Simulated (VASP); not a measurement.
# SnO (P2_1/m) in VASP: further runs, part 2 of 2

VASP 6.6.1. The steps go on from the part before.

## 3. Single point, PBEsol

INCAR reads:

```
PREC     = Accurate       # precision mode
ENCUT    = 520            # plane-wave cutoff, eV
EDIFF    = 1E-7           # SCF threshold, eV
ISMEAR   = 0              # smearing method
SIGMA    = 0.15           # smearing width, eV
LREAL    = F              # projectors in reciprocal space
LASPH    = T              # aspherical terms in the spheres
NELM     = 60             # most SCF steps
ALGO     = Normal         # electronic algorithm
ISIF     = 2              # what is computed and relaxed
LWAVE    = F              # write WAVECAR
LCHARG   = F              # write CHGCAR
GGA      = PS             # functional
NBANDS   = 28             # bands
```

KPOINTS reads:

```
regular mesh
0
Gamma
  10 10 8
```

POSCAR reads:

```
SnO
1.0
    3.8803391402      0.0000000000      0.0000000000
    0.0000000000      3.8803391402      0.0000000000
    0.0000000000      0.0000000000      4.7505758552
Sn O
2 2
Direct
   -0.0304921801      0.5000000000      0.2424656074
    0.5304921801      0.0000000000      0.7575343926
    0.0046169932      0.0000000000      0.0000000000
    0.4953830068      0.5000000000      0.0000000000
```

Potentials or basis: VASP PAW PBE potentials, release 64 (Sn_d, O).

Launch:

```console
cat potpaw_PBE.64/Sn_d/POTCAR potpaw_PBE.64/O/POTCAR > POTCAR
mpirun -np 1 vasp_std > vasp.out
```

OUTCAR:

```text
PREC = Accurate
   ENCUT = 520
   EDIFF = 1E-7
   ISMEAR = 0
   LREAL = F
   LASPH = T
   NELM = 60
   ISIF = 2
   GGA = PS

 ion  position               nearest neighbor table
   1  0.970  0.500  0.242-   4 2.17   3 2.26   3 2.26   4 2.34   2 3.46   2 3.46   2 3.56   2 3.56
                             2 3.72   2 3.72
   2  0.530  0.000  0.758-   3 2.17   4 2.26   4 2.26   3 2.34   1 3.46   1 3.46   1 3.56   1 3.56
                             1 3.72   1 3.72
   3  0.005  0.000  0.000-   2 2.17   1 2.26   1 2.26   2 2.34
   4  0.495  0.500  0.000-   1 2.17   2 2.26   2 2.26   1 2.34

[... 941 lines left out ...]

 [... further k-points ...]
[... 5 lines left out ...]
  --------------------------------------------------------------------------------------
  -------------------------------------------------------------------------------------
  Total       -1.4927635     -1.8100335     -0.6293855      0.0000000      0.0000000      1.0513535
  in kB      -33.4361260    -40.5425974    -14.0974873      0.0000000      0.0000000     23.5490686
  external PRESSURE =     -29.3587369 kB  Pullay stress =       0.0000000 kB

 VOLUME and BASIS-vectors are now :
 -----------------------------------------------------------------------------
  energy-cutoff  :      520.00
  volume of cell :       71.53
      direct lattice vectors                 reciprocal lattice vectors
     3.880339140  0.000000000  0.000000000     0.257709433  0.000000000  0.000000000
     0.000000000  3.880339140  0.000000000     0.000000000  0.257709433  0.000000000
     0.000000000  0.000000000  4.750575855     0.000000000  0.000000000  0.210500796

 POSITION                                       TOTAL-FORCE (eV/Angst)
 -----------------------------------------------------------------------------------
      3.76202      1.94017      1.15185         0.566560      0.000000     -0.221065
      2.05849      0.00000      3.59872        -0.566560      0.000000      0.221065
      0.01792      0.00000      0.00000        -0.078090      0.000000      0.088363
      1.92225      1.94017      0.00000         0.078090      0.000000     -0.088363
 -----------------------------------------------------------------------------------
    total drift:                                0.000000      0.000000      0.000000

  FREE ENERGIE OF THE ION-ELECTRON SYSTEM (eV)
  ---------------------------------------------------
  free  energy   TOTEN  =       -24.1144984192 eV

  energy  without entropy=      -24.1137646051  energy(sigma->0) =      -24.11413151
```

OSZICAR:

```text
N       E                     dE             d eps       ncg     rms          rms(c)
DAV:   1     0.412596007346E+03    0.41260E+03   -0.19853E+04 14640   0.217E+03
DAV:   2     0.360526407496E+02   -0.37654E+03   -0.36147E+03 14568   0.537E+02
DAV:   3    -0.243409794401E+02   -0.60394E+02   -0.59084E+02 16120   0.180E+02
DAV:   4    -0.273285546975E+02   -0.29876E+01   -0.29714E+01 16340   0.424E+01
DAV:   5    -0.273987868499E+02   -0.70232E-01   -0.70222E-01 15352   0.706E+00    0.108E+01
DAV:   6    -0.242191993695E+02    0.31796E+01   -0.15303E+01 22980   0.443E+01    0.501E+00
DAV:   7    -0.241511419579E+02    0.68057E-01   -0.19084E+00 16252   0.828E+00    0.241E+00
DAV:   8    -0.241243253777E+02    0.26817E-01   -0.31114E-01 15420   0.352E+00    0.753E-01
DAV:   9    -0.241138096788E+02    0.10516E-01   -0.43959E-02 23532   0.209E+00    0.231E-01
DAV:  10    -0.241148519271E+02   -0.10422E-02   -0.68625E-03 19896   0.774E-01    0.137E-01
DAV:  11    -0.241144868208E+02    0.36511E-03   -0.20644E-03 21932   0.410E-01    0.269E-02
DAV:  12    -0.241144999453E+02   -0.13124E-04   -0.21686E-04 15156   0.102E-01    0.240E-02
DAV:  13    -0.241144984306E+02    0.15147E-05   -0.22892E-05 15920   0.305E-02    0.203E-03
DAV:  14    -0.241144984192E+02    0.11426E-07   -0.79017E-07 18312   0.647E-03
   1 F= -.24114498E+02 E0= -.24114132E+02  d E =-.733814E-03
```

stdout:

```text
POSCAR found type information on POSCAR SnO
 POSCAR found :  2 types and       4 ions
 scaLAPACK will be used
 -----------------------------------------------------------------------------
|                                                                             |
|                                                                             |
|     You enforced a specific xc type in the INCAR file but a different       |
|     I HOPE YOU KNOW WHAT YOU ARE DOING!                                     |
|                                                                             |
 -----------------------------------------------------------------------------

 LDA part: xc-table for (Slater+PW92), standard interpolation
 POSCAR, INCAR and KPOINTS ok, starting setup
 FFT: planning ... GRIDC
 FFT: planning ... GRID_SOFT
 FFT: planning ... GRID
 WAVECAR not read
 entering main loop
```

It took 2.7 min on 1 thread of Intel Xeon 6975P-C (Granite Rapids), shared host; peak memory 0.48 GiB.

What came out:

```
Free energy            : -24.1145 eV
Pressure               : -2.9 GPa
Largest force          : 0.608 eV/Å
Band gap on the k mesh : 0.18 eV, indirect (least direct gap 1.90 eV)
```

Forces in eV/Å, atoms in the order of the input:
```
Sn   0.567  0.000 -0.221
Sn  -0.567  0.000  0.221
O   -0.078  0.000  0.088
O    0.078  0.000 -0.088
```

Caveat: the PAW data sets were made with another functional, which shifts forces and pressure a little; spin-orbit coupling is left out, which moves the levels of the heavy elements.

## 4. Single point, PBEsol

This run uses another cell than the first one, of 15.84 Å³/atom, 0.886 times its volume.

INCAR reads:

```
SYSTEM = SnO
  PREC = Accurate
  ENCUT = 520
  EDIFF = 1E-6
  ISMEAR = 0
  SIGMA = 0.15
  LREAL = .False.
  LASPH = .True.
  NELM = 80
  ALGO = Normal
  ISIF = 2
  LWAVE = .False.
  LCHARG = .False.
  GGA = PS
  NBANDS = 28
```

KPOINTS reads:

```
Automatic mesh
0
Gamma
  10 10 8
  0 0 0
```

POSCAR: that of step 3 with these lines changed.

```diff
@@ -2,4 +2,4 @@
 1.0
-    3.8803391402      0.0000000000      0.0000000000
-    0.0000000000      3.8803391402      0.0000000000
+    3.6520838966      0.0000000000      0.0000000000
+    0.0000000000      3.6520838966      0.0000000000
     0.0000000000      0.0000000000      4.7505758552
```

Launch:

```console
cat potpaw_PBE.64/Sn_d/POTCAR potpaw_PBE.64/O/POTCAR > POTCAR
mpirun -np 1 vasp_std > vasp.out
```

Wall time 2.3 min (1 thread of Intel Xeon 6975P-C (Granite Rapids), shared host); peak memory 0.44 GiB.

Results (log left out):

* Free energy: -23.9094 eV
* Pressure: 11.4 GPa
* Largest force: 1.676 eV/Å
* Band gap on the k mesh: zero (band 20 reaches 8.75 eV, above the bottom of band 21 at 8.17 eV)

Forces in eV/Å, atoms in the order of the input:
```
Sn   0.930  0.000  1.394
Sn  -0.930  0.000 -1.394
O    0.276  0.000  0.146
O   -0.276  0.000 -0.146
```

Stress tensor (GPa, compression positive):
```
13.70  0.00  4.22
 0.00 12.63  0.00
 4.22  0.00  8.01
```

Levels at points of the mesh, in eV from the Fermi level:
```tsv
k point	band 16	band 17	band 18	band 19	band 20	band 21	band 22	band 23	band 24	band 25
(0.00, 0.00, 0.00)	-7.17	-4.24	-3.72	-3.72	0.13	2.33	4.09	4.57	4.68	5.65
(0.50, 0.00, 0.00)	-5.94	-5.72	-5.57	-3.72	-3.10	3.04	3.28	5.85	6.21	6.25
(0.00, 0.50, 0.00)	-6.01	-5.63	-5.63	-3.42	-3.42	3.12	3.12	6.00	6.00	6.39
(0.50, 0.50, 0.00)	-6.17	-3.02	-3.02	-2.25	-2.25	-0.45	-0.45	3.98	3.98	7.36
(0.00, 0.00, 0.50)	-4.31	-3.75	-3.74	-3.06	-2.95	1.60	2.64	2.86	3.83	7.39
(0.50, 0.00, 0.50)	-6.34	-5.66	-5.56	-2.46	-2.01	2.41	2.47	5.05	5.93	6.84
(0.00, 0.50, 0.50)	-6.42	-5.60	-5.60	-2.25	-2.25	2.44	2.44	5.51	5.51	7.01
(0.50, 0.50, 0.50)	-6.70	-3.11	-3.11	-3.02	-3.02	1.89	1.89	3.98	3.98	5.76
```

Caveat: the PAW data sets were made with another functional, which shifts forces and pressure a little; spin-orbit coupling is left out, which moves the levels of the heavy elements.
